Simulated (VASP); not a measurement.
Wanted: the native input for a VASP 6.6.1 run.

```yaml
Task: single point
Functional: PBE
Potentials_or_basis: VASP PAW PBE potentials, release 64 (Sr_sv, Cu, H)
Cutoff: 520 eV
k_mesh: 6 × 6 × 8
Occupations: gaussian, width 0.1 eV
Spin: no spin polarisation
Dipole_correction: no
Further_INCAR_settings: ALGO = Fast; EDIFF = 1e-06; NBANDS = 30
```

The structure of Sr3CuH2 lies in POSCAR:

```
Sr3CuH2
1.0
    7.2891403840      0.0000000000      0.0000000000
   -3.6445701920      6.3125807443      0.0000000000
    0.0000000000      0.0000000000      4.5823502382
Sr Cu H
3 1 2
Direct
    0.3212405748      0.0000000000      0.0000000000
    0.0000000000      0.3212405748      0.0000000000
    0.6787594252      0.6787594252      0.0000000000
    0.0000000000      0.0000000000      0.5000000000
    0.0000000000      0.0000000000      0.8291633246
    0.0000000000      0.0000000000      0.1708366754
```

The cell was generated, and may not be a known phase.

These files were run (other wordings do the same):

INCAR

```
SYSTEM = Sr3CuH2
PREC = Accurate ; ENCUT = 520
EDIFF = 1E-6 ; ISMEAR = 0
SIGMA = 0.1 ; LREAL = .False.
LASPH = .True. ; NELM = 80
ALGO = Fast ; ISIF = 2
LWAVE = .False. ; LCHARG = .False.
GGA = PE ; NBANDS = 30
```

KPOINTS

```
regular mesh
0
Gamma
  6 6 8
  0 0 0
```

Potentials or basis: VASP PAW PBE potentials, release 64 (Sr_sv, Cu, H).

The run is started by

```sh
$ cat potpaw_PBE.64/Sr_sv/POTCAR potpaw_PBE.64/Cu/POTCAR potpaw_PBE.64/H/POTCAR > POTCAR
$ mpirun -np 1 vasp_std > vasp.out
```

It gave:

- Pressure: 0.1 GPa
- Largest force: 0.017 eV/Å
- Band gap on the k mesh: zero (an odd number of electrons rules out a gap without spin polarisation)

Wall time 11 min on 1 thread of Oxide Virtual Turin-like Processor, on a shared host, peak memory 0.43 GiB.
